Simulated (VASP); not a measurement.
# Ag (Fm-3m) in VASP: further runs, part 2 of 2

VASP 6.6.1. Earlier steps stand in the parts before.

## (3) Relaxation of cell and atoms, PBE

Contents of INCAR:

```
SYSTEM = Ag
  PREC = Accurate
  ENCUT = 600
  EDIFF = 1E-7
  ISMEAR = -1
  SIGMA = 0.08
  LREAL = .False.
  LASPH = .True.
  NELM = 60
  ALGO = Normal
  ISIF = 3
  LWAVE = .False.
  LCHARG = .False.
  GGA = PE
  IBRION = 2
  NSW = 60
  EDIFFG = -0.005
```

Contents of KPOINTS:

```
regular mesh
0
Gamma
  18 18 18
  0 0 0
```

Contents of POSCAR:

```
Ag
1.0
    0.0000000000      2.0734371548      2.0734371548
    2.0734371548      0.0000000000      2.0734371548
    2.0734371548      2.0734371548      0.0000000000
Ag
1
Direct
    0.0000000000      0.0000000000      0.0000000000
```

Potentials or basis: VASP PAW PBE potentials, release 64 (Ag).

The run is started by

```console
$ cat potpaw_PBE.64/Ag/POTCAR > POTCAR
$ mpirun -np 1 vasp_std > vasp.out
```

OUTCAR:

```text
SYSTEM = Ag
   PREC = Accurate
   ENCUT = 600
   EDIFF = 1E-7
   ISMEAR = -1
   LREAL = .False.
   LASPH = .True.
   NELM = 60
   ISIF = 3
   GGA = PE
   IBRION = 2
   NSW = 60
   EDIFFG = -0.005

 ion  position               nearest neighbor table
   1  0.000  0.000  0.000-

  LATTYP: Found a face centered cubic cell.
 ALAT       =     4.1468743096

  Lattice vectors:

 A1 = (   0.0000000000,   2.0734371548,   2.0734371548)
 A2 = (   2.0734371548,   0.0000000000,   2.0734371548)
 A3 = (   2.0734371548,   2.0734371548,   0.0000000000)

Analysis of symmetry for initial positions (statically):
=====================================================================
 Subroutine PRICEL returns:
 Original cell was already a primitive cell.

 Routine SETGRP: Setting up the symmetry group for a
 face centered cubic supercell.

 Subroutine GETGRP returns: Found 48 space group operations
 (whereof 48 operations were pure point group operations)
 out of a pool of 48 trial point group operations.

The static configuration has the point symmetry O_h .

Analysis of symmetry for dynamics (positions and initial velocities):
=====================================================================
 Subroutine PRICEL returns:
 Original cell was already a primitive cell.

 Routine SETGRP: Setting up the symmetry group for a
 face centered cubic supercell.

 Subroutine GETGRP returns: Found 48 space group operations
 (whereof 48 operations were pure point group operations)
 out of a pool of 48 trial point group operations.

The dynamic configuration has the point symmetry O_h .

 Subroutine INISYM returns: Found 48 space group operations
 (whereof 48 operations are pure point group operations),
 and found     1 'primitive' translations

----------------------------------------------------------------------------------------

                                     Primitive cell

  volume of cell :      17.8280

  direct lattice vectors                    reciprocal lattice vectors
     0.000000000  2.073437155  2.073437155    -0.241145481  0.241145481  0.241145481
     2.073437155  0.000000000  2.073437155     0.241145481 -0.241145481  0.241145481
     2.073437155  2.073437155  0.000000000     0.241145481  0.241145481 -0.241145481

  length of vectors
     2.932282945  2.932282945  2.932282945     0.417676225  0.417676225  0.417676225

  position of ions in fractional coordinates (direct lattice)
     0.000000000  0.000000000  0.000000000

  ion indices of the primitive-cell ions
   primitive index   ion index
                 1           1

----------------------------------------------------------------------------------------

 KPOINTS: regular mesh

Automatic generation of k-mesh.
 Grid dimensions read from file:
 generate k-points for:   18   18   18

 Generating k-lattice:

[... 86 lines left out ...]
   GGA     = PE    functional components
   LHFCALC =     F    Hartree Fock is set to
   AEXX    =    0.0000 exact exchange contribution
   IVDW    =     0    specifies the selected vdW correction
   LEPSILON=     F    determine dielectric tensor
   LRPA    =     F    only Hartree local field effects (RPA)
 conjugate gradient relaxation of ions
 non-spin polarized calculation
  energy-cutoff  :      600.00
  volume of cell :       17.83
 maximum number of plane-waves:       609
   NGX = 11   NGY = 11   NGZ = 11

--------------------------------------- Ionic step        1  -------------------------------------------

 number of electron      11.0000000 magnetization

 Free energy of the ion-electron system (eV)
  ---------------------------------------------------
  ext. energy  EPLUGINS =         0.00000000
  ---------------------------------------------------
  free energy    TOTEN  =        -2.72232512 eV

  energy without entropy =       -2.71756361  energy(sigma->0) =       -2.71994437

------------------------ aborting loop because EDIFF is reached ----------------------------------------

  FORCE on cell =-STRESS in cart. coord.  units (eV):
  Direction    XX          YY          ZZ          XY          YZ          ZX
  --------------------------------------------------------------------------------------
  -------------------------------------------------------------------------------------
  Total       -0.0081449     -0.0081449     -0.0081449      0.0000000      0.0000000     -0.0000000
  in kB       -0.7319701     -0.7319701     -0.7319701      0.0000000      0.0000000     -0.0000000
  external PRESSURE =      -0.7319701 kB  Pullay stress =       0.0000000 kB

 VOLUME and BASIS-vectors are now :
 -----------------------------------------------------------------------------
  energy-cutoff  :      600.00
  volume of cell :       17.83
      direct lattice vectors                 reciprocal lattice vectors
     0.000000000  2.073437155  2.073437155    -0.241145481  0.241145481  0.241145481
     2.073437155  0.000000000  2.073437155     0.241145481 -0.241145481  0.241145481
     2.073437155  2.073437155  0.000000000     0.241145481  0.241145481 -0.241145481

 POSITION                                       TOTAL-FORCE (eV/Angst)
 -----------------------------------------------------------------------------------
      0.00000      0.00000      0.00000         0.000000      0.000000      0.000000
 -----------------------------------------------------------------------------------
    total drift:                               -0.000000      0.000000      0.000000

  FREE ENERGIE OF THE ION-ELECTRON SYSTEM (eV)
  ---------------------------------------------------
  free  energy   TOTEN  =        -2.7223251177 eV

  energy  without entropy=       -2.7175636134  energy(sigma->0) =       -2.71994437

--------------------------------------- Ionic step        2  -------------------------------------------

 number of electron      11.0000000 magnetization

 Free energy of the ion-electron system (eV)
  ---------------------------------------------------
  ext. energy  EPLUGINS =         0.00000000
  ---------------------------------------------------
  free energy    TOTEN  =        -2.72232842 eV

  energy without entropy =       -2.71757459  energy(sigma->0) =       -2.71995150

 E-fermi :   7.8287     XC(G=0): -11.9525

 val. band max:        7.7789449889   @ k =   0.5000   0.1667   0.0556
 cond. band min:       7.9199290799   @ k =   0.5000   0.3333   0.1111
 fundamental gap:      0.1409840909
 Fermi energy:         7.8286701418

 k-point     1 :       0.0000    0.0000    0.0000
  band No.  band energies     occupation
      1       0.3867      2.00000
      2       3.1871      2.00000
      3       3.1871      2.00000
      4       3.1871      2.00000
      5       4.1439      2.00000
      6       4.1439      2.00000
      7      23.7645      0.00000
      8      27.0861      0.00000
      9      27.0861      0.00000
[... 265 lines left out ...]
 k-point    24 :      -0.2222    0.0556    0.0000
  band No.  band energies     occupation
      1       1.7486      2.00000
      2       3.2116      2.00000
      3       3.4149      2.00000
      4       3.4417      2.00000
      5       4.1028      2.00000
      6       4.4463      2.00000
      7      19.0741      0.00000
      8      23.8269      0.00000
      9      26.0450      0.00000

 [... further k-points ...]
[... 5 lines left out ...]
  --------------------------------------------------------------------------------------
  -------------------------------------------------------------------------------------
  Total        0.0031614      0.0031614      0.0031614      0.0000000     -0.0000000      0.0000000
  in kB        0.2844462      0.2844462      0.2844462      0.0000000     -0.0000000      0.0000000
  external PRESSURE =       0.2844462 kB  Pullay stress =       0.0000000 kB

 VOLUME and BASIS-vectors are now :
 -----------------------------------------------------------------------------
  energy-cutoff  :      600.00
  volume of cell :       17.81
      direct lattice vectors                 reciprocal lattice vectors
    -0.000000000  2.072622437  2.072622437    -0.241240272  0.241240272  0.241240272
     2.072622437  0.000000000  2.072622437     0.241240272 -0.241240272  0.241240272
     2.072622437  2.072622437 -0.000000000     0.241240272  0.241240272 -0.241240272

 POSITION                                       TOTAL-FORCE (eV/Angst)
 -----------------------------------------------------------------------------------
      0.00000      0.00000      0.00000        -0.000000     -0.000000      0.000000
 -----------------------------------------------------------------------------------
    total drift:                               -0.000000      0.000000     -0.000000

  FREE ENERGIE OF THE ION-ELECTRON SYSTEM (eV)
  ---------------------------------------------------
  free  energy   TOTEN  =        -2.7223284173 eV

  energy  without entropy=       -2.7175745911  energy(sigma->0) =       -2.71995150

 reached required accuracy - stopping structural energy minimisation
```

CONTCAR:

```text
Ag
   1.00000000000000
    -0.0000000000000000    2.0726224365410739    2.0726224365410739
     2.0726224365410739    0.0000000000000000    2.0726224365410739
     2.0726224365410739    2.0726224365410739   -0.0000000000000000
  Ag
     1
Direct
     0.0000000000000000    0.0000000000000000    0.0000000000000000

  0.00000000E+00  0.00000000E+00  0.00000000E+00
```

It took 13 s on 1 thread of Intel Xeon 6975P-C (Granite Rapids), shared host; peak memory 0.17 GiB.

What came out:

```
Free energy                            : -2.7223 eV
Relaxed volume                         : 17.81 Å³/atom
Relaxed cell                           : a = 2.931 Å, b = 2.931 Å, c = 2.931 Å, α = 60.00°, β = 60.00°, γ = 60.00°
Space group after relaxing (to 0.05 Å) : Fm-3m (No. 225)
Energy gained by relaxing              : 0.0 meV/atom
Ionic steps                            : 2
Pressure after relaxing                : 0.0 GPa
```

Final structure:
```
Ag
1.0
     0.00000    2.07262    2.07262
     2.07262    0.00000    2.07262
     2.07262    2.07262    0.00000
Ag
1
Direct
  0.00000 0.00000 0.00000
```

## (4) Single point, PBE

This run uses another cell than the first one: it holds 2 atoms, not 1.

Contents of INCAR:

```
ALGO = Normal
EDIFF = 1E-7
ENCUT = 520
GGA = PE
ISIF = 2
ISMEAR = -1
LASPH = T
LCHARG = F
LREAL = F
LWAVE = F
NBANDS = 18
NELM = 60
PREC = Accurate
SIGMA = 0.08
```

Contents of KPOINTS:

```
k-points
0
Gamma
  14 10 14
```

Contents of POSCAR:

```
Ag
1.0
   -2.0742206004      2.0742206004      0.0000000000
    0.0000000000      0.0000000000      4.1484412008
    2.0742206004      2.0742206004      0.0000000000
Ag
2
Direct
    0.0000000000      0.0000000000      0.0000000000
    0.5000000000      0.5000000000      0.5000000000
```

The run is started by

```console
$ cat potpaw_PBE.64/Ag/POTCAR > POTCAR
$ mpirun -np 1 vasp_std > vasp.out
```

It took 28 s on 1 thread of Intel Xeon 6975P-C (Granite Rapids), shared host; peak memory 0.23 GiB.

The run converged. Its results:

```
Free energy            : -5.4414 eV
Pressure               : -0.2 GPa
Band gap on the k mesh : zero (band 11 reaches 13.60 eV, above the bottom of band 12 at 4.46 eV)
```

Levels at points of the mesh, in eV from the Fermi level:
| k point | band 9 | band 10 | band 11 | band 12 | band 13 | band 14 |
| --- | --- | --- | --- | --- | --- | --- |
| (0.00, 0.00, 0.00) | -3.00 | -2.78 | -2.78 | 1.63 | 6.38 | 10.42 |
| (0.50, 0.00, 0.00) | -3.70 | -3.70 | -0.59 | -0.59 | 8.97 | 8.97 |
| (0.00, 0.50, 0.00) | -3.69 | -3.69 | -3.37 | -3.37 | 14.23 | 14.23 |
| (0.50, 0.50, 0.00) | -2.97 | -2.97 | -0.29 | -0.29 | 3.34 | 3.34 |
| (0.50, 0.00, 0.50) | -2.78 | -2.78 | 1.63 | 1.63 | 6.38 | 6.38 |
| (0.50, 0.50, 0.50) | -2.78 | -2.78 | 5.77 | 5.77 | 5.77 | 5.77 |

## (5) The runs side by side

```tsv
task	cell	k mesh	cutoff (eV)	gap on the mesh (eV)	pressure (GPa)
single point	a = 2.933 Å, angles 60.0°, 1 atom	18 × 18 × 18	520	none	-0.2
relaxation of cell and atoms	relaxed from a = 2.932 Å, angles 60.0°, 1 atom	18 × 18 × 18	600	none	0.0
single point	a = 2.933, b = 4.148 Å, 2 atoms	14 × 10 × 14	520	none	-0.2
```

Alike in all rows: level PBE; potentials or basis VASP PAW PBE potentials, release 64 (Ag); no spin polarisation; smearing fermi-dirac 0.08 eV.

Total energies depend on the potentials used, so only differences within one code and one set of settings carry meaning.
